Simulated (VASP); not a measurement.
Here is a VASP 6.6.1 calculation.

File INCAR:

```
SYSTEM = Cu
PREC     = Accurate       ! precision mode
ENCUT    = 600            ! plane-wave cutoff, eV
EDIFF    = 1E-6           ! SCF threshold, eV
ISMEAR   = -1             ! smearing method
SIGMA    = 0.08           ! smearing width, eV
LREAL    = .False.        ! projectors in reciprocal space
LASPH    = .True.         ! aspherical terms in the spheres
NELM     = 100            ! most SCF steps
ALGO     = Normal         ! electronic algorithm
ISIF     = 3              ! what is computed and relaxed
LWAVE    = .False.        ! write WAVECAR
LCHARG   = .False.        ! write CHGCAR
GGA      = PE             ! functional
IBRION   = 2              ! ionic algorithm
NSW      = 60             ! ionic steps
EDIFFG   = -0.005         ! ionic threshold
```

Contents of KPOINTS:

```
Automatic mesh
0
Gamma
  9 9 12
  0 0 0
```

The input POSCAR:

```
Cu
1.0
    4.0568499635      0.0000000000      0.0000000000
   -2.0284249817      3.5133351277      0.0000000000
    0.0000000000      0.0000000000      2.5152469774
Cu
3
Direct
    0.0000000000      0.0000000000      0.0000000000
    0.3333333333      0.6666666667      0.5000000000
    0.6666666667      0.3333333333      0.5000000000
```

Potentials or basis: VASP PAW PBE potentials, release 64 (Cu).

Command:

```bash
$ cat potpaw_PBE.64/Cu/POTCAR > POTCAR
$ mpirun -np 1 vasp_std > vasp.out
```

**Question.** What does it give for the relaxed cell?

**Answer.** a = 4.136 Å, b = 4.136 Å, c = 2.476 Å, α = 90.00°, β = 90.00°, γ = 120.00°.

**Question.** Estimate the space group after relaxing (to 0.05 Å).

**Answer.** P6/mmm (No. 191).

Stress tensor (GPa, compression positive):
```
 0.06  0.00  0.00
 0.00  0.06  0.00
 0.00  0.00 -0.03
```
